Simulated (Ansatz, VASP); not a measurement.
**InP: VASP beside Ansatz**

INCAR

```
SYSTEM = InP
ALGO = Normal
EDIFF = 1E-6
ENCUT = 520
ISIF = 2
ISMEAR = 0
LASPH = .True.
LCHARG = .False.
LREAL = .False.
LWAVE = .False.
NBANDS = 16
NELM = 60
PREC = Accurate
SIGMA = 0.01
```

Contents of KPOINTS:

```
k-points
0
Gamma
  8 8 8
  0 0 0
```

File POSCAR:

```
InP
1.0
    2.9427959525      2.9427959525      0.0000000000
   -2.9427959525      2.9427959525      0.0000000000
    0.0000000000      2.9427959525      2.8802370782
In P
1 1
Direct
    0.0000000000      0.0000000000      0.0000000000
    0.7500000000      0.2500000000      0.5000000000
```

Input for Ansatz:

```yaml
crystal:
  lattice:
    - [2.94279595249, 2.94279595249, 0.0]
    - [-2.94279595249, 2.94279595249, 0.0]
    - [0.0, 2.94279595249, 2.88023707825]
  atoms:
    - { symbol: In, position: [0.0, 0.0, 0.0] }
    - { symbol: P, position: [0.75, 0.25, 0.5] }
kpoints:
  mp_grid: { grid: [8, 8, 8] }
scf:
  occupations: { method: fixed }
  convergence: { dr2_threshold: 1.0e-10 }
hamiltonian:
  xc: lda
  pseudopotentials: { kind: all_electron, lapw: { basis_error: 0.0005 } }
output:
  forces: true
  stress: true
  eigenstates:
    kpoints:
      - [0.0, 0.0, 0.0]
      - [0.5, 0.0, 0.0]
      - [0.0, 0.5, 0.5]
      - [0.0, -0.5, 0.0]
      - [0.5, 0.0, 0.5]
      - [-0.5, -0.5, -0.5]
      - [-0.5, 0.5, 0.0]
      - [0.0, 0.0, -0.5]
  eigenvalues: true
```

Change from the starting cell: film at in-plane strain +0.01.

Alike in both runs: task single point; functional LDA; k mesh 8 × 8 × 8; no spin polarisation.

|  | VASP | Ansatz |
| --- | --- | --- |
| version | VASP 6.6.1 | Ansatz 0.2.0 |
| potentials or method | VASP PAW LDA potentials, release 64 (In_d, P), cutoff 520 eV | all-electron LAPW, scalar-relativistic |
| occupations | gaussian, width 0.01 eV | fixed |

|  | VASP | Ansatz | Ansatz less VASP |
| --- | --- | --- | --- |
| gap on the k mesh at the Fermi level (eV) | 0.49 | 0.46 | -0.031 |
| pressure (GPa) | -0.6 | -0.6 | -0.01 |
| traceless stress, the component that is largest in VASP (GPa) | 0.61 | 0.61 | +0.001 |

LDA's correlation is that of Perdew and Zunger in VASP and of Perdew and Wang (1992) in Ansatz. Ansatz ran all-electron here, and VASP with PAW potentials.
